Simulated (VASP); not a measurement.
# Si3NiO8 (a cell with a defect) in VASP: further runs

The runs below take Si3NiO8 (a cell with a defect) through single point, with r2SCAN.

All numbers are computed with VASP 6.6.1; they aren't measurements. Logs are shortened: lines on timing, memory, paths and dates and some standing lists are left out, and cuts for length are marked.

**1. The cell of the first run**

The cell holds a defect, 12 atoms: a = 4.599 Å, b = 4.599 Å, c = 6.130 Å, α = 90.00°, β = 90.00°, γ = 90.00°.

**2. Single point, r2SCAN, collinear spin, ferromagnetic start**

The input, POSCAR:

```
Si3NiO8
1.0
    4.5990000000      0.0000000000      0.0000000000
    0.0000000000      4.5990000000      0.0000000000
    0.0000000000      0.0000000000      6.1300000000
Si Ni O
3 1 8
Direct
    0.3396000000      0.3396000000      0.0000000000
    0.1604000000      0.8396000000      0.2500000000
    0.6604000000      0.6604000000      0.5000000000
    0.8396000000      0.1604000000      0.7500000000
    0.2238000000      0.1800000000      0.2164000000
    0.3200000000      0.7238000000      0.4664000000
    0.7762000000      0.8200000000      0.7164000000
    0.6800000000      0.2762000000      0.9664000000
    0.7238000000      0.3200000000      0.5336000000
    0.8200000000      0.7762000000      0.2836000000
    0.2762000000      0.6800000000      0.0336000000
    0.1800000000      0.2238000000      0.7836000000
```

The input, INCAR.step1:

```
PREC = Accurate
ENCUT = 520
ISMEAR = -1
SIGMA = 0.05
LREAL = False
LASPH = True
NELM = 150
ISPIN = 2
MAGMOM = 0 0 0 0.41 0 0 0 0 0 0 0 0
NUPDOWN = 0.41
LMAXMIX = 4
NBANDS = 51
GGA = PE
ALGO = Normal
EDIFF = 1E-4
LWAVE = True
LCHARG = False
```

The input, INCAR.step2:

```
PREC = Accurate
ENCUT = 520
EDIFF = 1E-7
ISMEAR = -1
SIGMA = 0.05
LREAL = False
LASPH = True
NELM = 150
ALGO = Normal
ISIF = 2
LWAVE = False
LCHARG = False
ISPIN = 2
MAGMOM = 0 0 0 0.41 0 0 0 0 0 0 0 0
LORBIT = 11
NUPDOWN = 0.41
LMAXMIX = 4
METAGGA = R2SCAN
LMIXTAU = True
NBANDS = 51
ISTART = 1
```

The input, KPOINTS:

```
Automatic mesh
0
Gamma
  3 3 2
```

Potentials or basis: VASP PAW PBE potentials, release 64 (Si, Ni, O).

Command:

```sh
cat potpaw_PBE.64/Si/POTCAR potpaw_PBE.64/Ni/POTCAR potpaw_PBE.64/O/POTCAR > POTCAR
cp INCAR.step1 INCAR
mpirun -np 1 vasp_std > vasp.out
cp INCAR.step2 INCAR
mpirun -np 1 vasp_std > vasp.out
```

OUTCAR:

```text
PREC = Accurate
   ENCUT = 520
   EDIFF = 1E-7
   ISMEAR = -1
   LREAL = False
   LASPH = True
   NELM = 150
   ISIF = 2
   ISPIN = 2
   LORBIT = 11
   NUPDOWN = 0.41
   METAGGA = R2SCAN
   ISTART = 1

 ion  position               nearest neighbor table
   1  0.340  0.340  0.000-   8 1.61  11 1.61   5 1.61  12 1.61   2 2.88   4 2.88   2 2.88   4 2.88

   2  0.160  0.840  0.250-   5 1.61  10 1.61   6 1.61  11 1.61   1 2.88   3 2.88   1 2.88   3 2.88

   3  0.660  0.660  0.500-   6 1.61   9 1.61   7 1.61  10 1.61   2 2.88   4 2.88   4 2.88   2 2.88

   4  0.840  0.160  0.750-   7 1.61  12 1.61   9 1.61   8 1.61   1 2.88   3 2.88   3 2.88   1 2.88

   5  0.224  0.180  0.216-   2 1.61   1 1.61
   6  0.320  0.724  0.466-   3 1.61   2 1.61
   7  0.776  0.820  0.716-   4 1.61   3 1.61
   8  0.680  0.276  0.966-   1 1.61   4 1.61
   9  0.724  0.320  0.534-   3 1.61   4 1.61
  10  0.820  0.776  0.284-   2 1.61   3 1.61
  11  0.276  0.680  0.034-   1 1.61   2 1.61
  12  0.180  0.224  0.784-   4 1.61   1 1.61

  LATTYP: Found a simple tetragonal cell.
 ALAT       =     4.5990000000
 C/A-ratio  =     1.3328984562

  Lattice vectors:

 A1 = (   4.5990000000,   0.0000000000,   0.0000000000)
 A2 = (   0.0000000000,   4.5990000000,   0.0000000000)
 A3 = (   0.0000000000,   0.0000000000,   6.1300000000)

Analysis of symmetry for initial positions (statically):
=====================================================================
 Subroutine PRICEL returns:
 Original cell was already a primitive cell.

 Routine SETGRP: Setting up the symmetry group for a
 simple tetragonal supercell.

 Subroutine GETGRP returns: Found  2 space group operations
 (whereof  1 operations were pure point group operations)
 out of a pool of 16 trial point group operations.

The static configuration has the point symmetry C_1 .
 The point group associated with its full space group is C_2 .

Analysis of symmetry for dynamics (positions and initial velocities):
=====================================================================
 Subroutine PRICEL returns:
 Original cell was already a primitive cell.

 Routine SETGRP: Setting up the symmetry group for a
 simple tetragonal supercell.

 Subroutine GETGRP returns: Found  2 space group operations
 (whereof  1 operations were pure point group operations)
 out of a pool of 16 trial point group operations.

The dynamic configuration has the point symmetry C_1 .
 The point group associated with its full space group is C_2 .

Analysis of structural, dynamic, and magnetic symmetry:
=====================================================================
 Subroutine PRICEL returns:
 Original cell was already a primitive cell.

 Routine SETGRP: Setting up the symmetry group for a
 simple tetragonal supercell.

 Subroutine GETGRP returns: Found  2 space group operations
 (whereof  1 operations were pure point group operations)
 out of a pool of 16 trial point group operations.

The overall configuration has the point symmetry C_1 .
 The point group associated with its full space group is C_2 .

 Subroutine INISYM returns: Found  2 space group operations
 (whereof  1 operations are pure point group operations),
 and found     1 'primitive' translations

----------------------------------------------------------------------------------------

                                     Primitive cell

  volume of cell :     129.6544

  direct lattice vectors                    reciprocal lattice vectors
     4.599000000  0.000000000  0.000000000     0.217438574  0.000000000  0.000000000
     0.000000000  4.599000000  0.000000000     0.000000000  0.217438574  0.000000000
     0.000000000  0.000000000  6.130000000     0.000000000  0.000000000  0.163132137

  length of vectors
     4.599000000  4.599000000  6.130000000     0.217438574  0.217438574  0.163132137

  position of ions in fractional coordinates (direct lattice)
     0.339600000  0.339600000  0.000000000
     0.160400000  0.839600000  0.250000000
[... 73 lines left out ...]
   ICHARG =      0    charge: 1-file 2-atom 10-const
   ISPIN  =      2    spin polarized calculation?
   LNONCOLLINEAR =      F non collinear calculations
   LSORBIT =      F    spin-orbit coupling
   LASPH  =      T    aspherical Exc in radial PAW
   ENCUT  =  520.0 eV  38.22 Ry    6.18 a.u.   8.55  8.55 11.40*2*pi/ulx,y,z
   NELM   =    150;   NELMIN=  2; NELMDL=  0     # of ELM steps
   EDIFF  = 0.1E-06   stopping-criterion for ELM
   LREAL  =      F    real-space projection
   EDIFFG = 0.1E-05   stopping-criterion for IOM
   NSW    =      0    number of steps for IOM
   IBRION =     -1    ionic relax: 0-MD 1-quasi-New 2-CG
   NFREE  =      0    steps in history (QN), initial steepest desc. (CG)
   ISIF   =      2    stress and relaxation
   ISYM   =      2    0-nonsym 1-usesym 2-fastsym
   POTIM  = 0.5000    time-step for ionic-motion
   TEBEG  =    0.0;   TEEND  =   0.0 temperature during run
   PSTRESS=    0.0 pullay stress
   NELECT =      70.0000    total number of electrons
   NUPDOWN=       0.4100    fix difference up-down
   EMIN   =  10.00;   EMAX   =-10.00  energy-range for DOS
   EFERMI =   0.00;   METHOD = LEGACY
   ISMEAR =    -1;   SIGMA  =   0.05  broadening in eV -4-tet -1-fermi 0-gaus
   EFERMI_NEDOS =   21; number of points for ismear=-14 and -15
   IALGO  =     38    algorithm
   IMIX   =      4    mixing-type and parameters
     AMIX     =   0.40;   BMIX     =  1.00
     AMIX_MAG =   1.60;   BMIX_MAG =  1.00
  volume/ion in A,a.u.               =      10.80        72.91
  Fermi-wavevector in a.u.,A,eV,Ry     =   1.333046  2.519091 24.177705  1.777011
  Thomas-Fermi vector in A             =   2.461934
   LORBIT       =     11    0 simple, 1 ext, 2 COOP (PROOUT), +10 PAW based schemes
   METAGGA = R2SCAN    functional components
   LHFCALC =     F    Hartree Fock is set to
   AEXX    =    0.0000 exact exchange contribution
   IVDW    =     0    specifies the selected vdW correction
   LEPSILON=     F    determine dielectric tensor
   LRPA    =     F    only Hartree local field effects (RPA)
 spin polarized calculation
  energy-cutoff  :      520.00
  volume of cell :      129.65
 maximum number of plane-waves:      3519
 NGX is ok and might be reduce to    36
   NGX = 17   NGY = 17   NGZ = 23

 number of electron      70.0000038 magnetization       0.4099998

 Free energy of the ion-electron system (eV)
  ---------------------------------------------------
  ext. energy  EPLUGINS =         0.00000000
  ---------------------------------------------------
  free energy    TOTEN  =      -110.14267349 eV

  energy without entropy =     -110.10467465  energy(sigma->0) =     -110.12367407

 E-fermi :   3.5366     XC(G=0): -10.7922

 val. band max:        3.8661271527   @ k =   0.0000   0.0000   0.5000
 cond. band min:       3.5881654505   @ k =   0.0000   0.0000   0.0000
 fundamental gap:     -0.2779617023
 Fermi energy:         3.8939679918

 spin component 1

 k-point     1 :       0.0000    0.0000    0.0000
  band No.  band energies     occupation
      1     -18.8688      1.00000
      2     -17.8246      1.00000
      3     -17.4100      1.00000
      4     -16.6340      1.00000
      5     -16.6134      1.00000
      6     -16.5982      1.00000
[... 389 lines left out ...]
     46      14.7887      0.00000
     47      14.8076      0.00000
 Fermi energy:         3.5365677243

 spin component 2

 k-point     1 :       0.0000    0.0000    0.0000
  band No.  band energies     occupation
      1     -18.8609      1.00000
      2     -17.8090      1.00000
      3     -17.3779      1.00000
      4     -16.6433      1.00000
      5     -16.6116      1.00000
      6     -16.5897      1.00000
[... 389 lines left out ...]
     46      14.8094      0.00000
     47      14.8249      0.00000
 [bands above 47 left out]

------------------------ aborting loop because EDIFF is reached ----------------------------------------

  FORCE on cell =-STRESS in cart. coord.  units (eV):
  Direction    XX          YY          ZZ          XY          YZ          ZX
  --------------------------------------------------------------------------------------
  -------------------------------------------------------------------------------------
  Total       20.3025428     20.3025428     22.9756819      1.6084500      1.4794905      1.4797472
  in kB      250.8844374    250.8844374    283.9171963     19.8760848     18.2824955     18.2856679
  external PRESSURE =     261.8953570 kB  Pullay stress =       0.0000000 kB

 VOLUME and BASIS-vectors are now :
 -----------------------------------------------------------------------------
  energy-cutoff  :      520.00
  volume of cell :      129.65
      direct lattice vectors                 reciprocal lattice vectors
     4.599000000  0.000000000  0.000000000     0.217438574  0.000000000  0.000000000
     0.000000000  4.599000000  0.000000000     0.000000000  0.217438574  0.000000000
     0.000000000  0.000000000  6.130000000     0.000000000  0.000000000  0.163132137

 POSITION                                       TOTAL-FORCE (eV/Angst)
 -----------------------------------------------------------------------------------
      1.56182      1.56182      0.00000        -0.157586      0.320293      0.172808
      0.73768      3.86132      1.53250        -0.164453      0.164453      0.000000
      3.03718      3.03718      3.06500        -0.320293      0.157586     -0.172808
      3.86132      0.73768      4.59750         0.265285     -0.265285      0.000000
      1.02926      0.82782      1.32653        -0.102162     -0.028247      0.209168
      1.47168      3.32876      2.85903         0.044765     -0.118846      0.142941
      3.56974      3.77118      4.39153        -1.333980     -5.346689     -0.543001
      3.12732      1.27024      5.92403        -1.767994      1.957364      4.996017
      3.32876      1.47168      3.27097        -1.957364      1.767994     -4.996017
      3.77118      3.56974      1.73847         0.028247      0.102162     -0.209168
      1.27024      3.12732      0.20597         0.118846     -0.044765     -0.142941
      0.82782      1.02926      4.80347         5.346689      1.333980      0.543001
 -----------------------------------------------------------------------------------
    total drift:                               -0.000088      0.000088     -0.000000

  FREE ENERGIE OF THE ION-ELECTRON SYSTEM (eV)
  ---------------------------------------------------
  free  energy   TOTEN  =      -110.1426734916 eV

  energy  without entropy=     -110.1046746539  energy(sigma->0) =     -110.12367407

 total charge

# of ion       s       p       d       tot
------------------------------------------
    1        0.663   1.052   0.000   1.715
    2        0.655   1.041   0.000   1.696
    3        0.663   1.052   0.000   1.715
    4        0.736   1.271   8.525  10.532
    5        1.566   3.724   0.000   5.290
    6        1.566   3.723   0.000   5.290
    7        1.586   3.613   0.000   5.200
    8        1.582   3.617   0.000   5.199
    9        1.582   3.617   0.000   5.199
   10        1.566   3.724   0.000   5.290
   11        1.566   3.723   0.000   5.290
   12        1.586   3.613   0.000   5.200
--------------------------------------------------
tot         15.318  33.771   8.525  57.613

 magnetization (x)

# of ion       s       p       d       tot
------------------------------------------
    1        0.003   0.006   0.000   0.009
    2        0.000   0.000   0.000   0.001
    3        0.003   0.006   0.000   0.009
    4        0.001   0.025   0.277   0.302
    5       -0.000  -0.006   0.000  -0.006
    6        0.000   0.002   0.000   0.002
    7        0.007   0.045   0.000   0.052
    8        0.001  -0.007   0.000  -0.006
    9        0.001  -0.007   0.000  -0.006
   10       -0.000  -0.006   0.000  -0.006
   11        0.000   0.002   0.000   0.002
   12        0.007   0.045   0.000   0.052
--------------------------------------------------
tot          0.021   0.106   0.277   0.404
```

It took 3.9 min on 1 thread of Intel Xeon 6975P-C (Granite Rapids), shared host; peak memory 0.34 GiB.

Results:

```yaml
Free_energy: -110.1427 eV
Pressure: 26.2 GPa
Largest_force: 5.650 eV/Å
Net_moment: 0.41 μB per cell
Site_moments: Si +0.01, +0.00; Ni +0.30; O -0.01, +0.00, +0.05 μB
Valence_electrons_inside_the_program's_atomic_spheres: Si 1.72, 1.70; Ni 10.53; O 5.29, 5.20
```

Forces in eV/Å, atoms in the order of the input:
```
Si  -0.158  0.320  0.173
Si  -0.164  0.164  0.000
Si  -0.320  0.158 -0.173
Ni   0.265 -0.265  0.000
O   -0.102 -0.028  0.209
O    0.045 -0.119  0.143
O   -1.334 -5.347 -0.543
O   -1.768  1.957  4.996
O   -1.957  1.768 -4.996
O    0.028  0.102 -0.209
O    0.119 -0.045 -0.143
O    5.347  1.334  0.543
```

Caveat: the k points lie up to 0.51 Å⁻¹ apart; the PAW data sets were made with another functional, which shifts forces and pressure a little; the total moment is fixed, so each spin has its own Fermi level.

**3. Single point, r2SCAN, collinear spin, ferromagnetic start**

POSCAR is that of step 2.

The input, INCAR.step1:

```
SYSTEM = Si3NiO8
PREC = Accurate ; ENCUT = 520
ISMEAR = -1 ; SIGMA = 0.05
LREAL = .FALSE. ; LASPH = .TRUE.
NELM = 150 ; ISPIN = 2
MAGMOM = 0 0 0 1.23 0 0 0 0 0 0 0 0 ; NUPDOWN = 1.23
LMAXMIX = 4 ; NBANDS = 51
GGA = PE ; ALGO = Normal
EDIFF = 1E-4 ; LWAVE = .TRUE.
LCHARG = .FALSE.
```

The input, INCAR.step2:

```
SYSTEM = Si3NiO8
PREC = Accurate ; ENCUT = 520
EDIFF = 1E-6 ; ISMEAR = -1
SIGMA = 0.05 ; LREAL = .FALSE.
LASPH = .TRUE. ; NELM = 150
ALGO = Normal ; ISIF = 2
LWAVE = .FALSE. ; LCHARG = .FALSE.
ISPIN = 2 ; MAGMOM = 0 0 0 1.23 0 0 0 0 0 0 0 0
LORBIT = 11 ; NUPDOWN = 1.23
LMAXMIX = 4 ; METAGGA = R2SCAN
LMIXTAU = .TRUE. ; NBANDS = 51
ISTART = 1
```

The input, KPOINTS:

```
regular mesh
0
G
  3 3 2
  0 0 0
```

Potentials or basis: VASP PAW PBE potentials, release 64 (Si, Ni, O).

Command:

```sh
cat potpaw_PBE.64/Si/POTCAR potpaw_PBE.64/Ni/POTCAR potpaw_PBE.64/O/POTCAR > POTCAR
cp INCAR.step1 INCAR
mpirun -np 1 vasp_std > vasp.out
cp INCAR.step2 INCAR
mpirun -np 1 vasp_std > vasp.out
```

Run time: 3.5 min. Hardware: 1 thread of Intel Xeon 6975P-C (Granite Rapids), shared host; peak memory 0.35 GiB.

Results (log left out):

```yaml
Free_energy: -110.1375 eV
Pressure: 26.1 GPa
Largest_force: 5.682 eV/Å
Net_moment: 1.23 μB per cell
Site_moments: Si +0.01, +0.00; Ni +0.84; O -0.01, +0.00, +0.11, +0.05 μB
Valence_electrons_inside_the_program's_atomic_spheres: Si 1.71, 1.70; Ni 10.53; O 5.29, 5.20
```

Forces in eV/Å, atoms in the order of the input:
```
Si  -0.287  0.369 -0.025
Si  -0.100  0.100  0.000
Si  -0.369  0.287  0.025
Ni  -0.010  0.010  0.000
O   -0.069  0.001  0.191
O    0.011 -0.097  0.091
O   -0.983 -5.550 -0.717
O   -1.724  2.115  4.720
O   -2.115  1.724 -4.720
O   -0.001  0.069 -0.191
O    0.097 -0.011 -0.091
O    5.550  0.983  0.717
```

Stress tensor (GPa, compression positive):
```
25.82  0.73  2.11
 0.73 25.82  2.11
 2.11  2.11 26.68
```

Caveat: the k points lie up to 0.51 Å⁻¹ apart; the PAW data sets were made with another functional, which shifts forces and pressure a little; the total moment is fixed, so each spin has its own Fermi level.
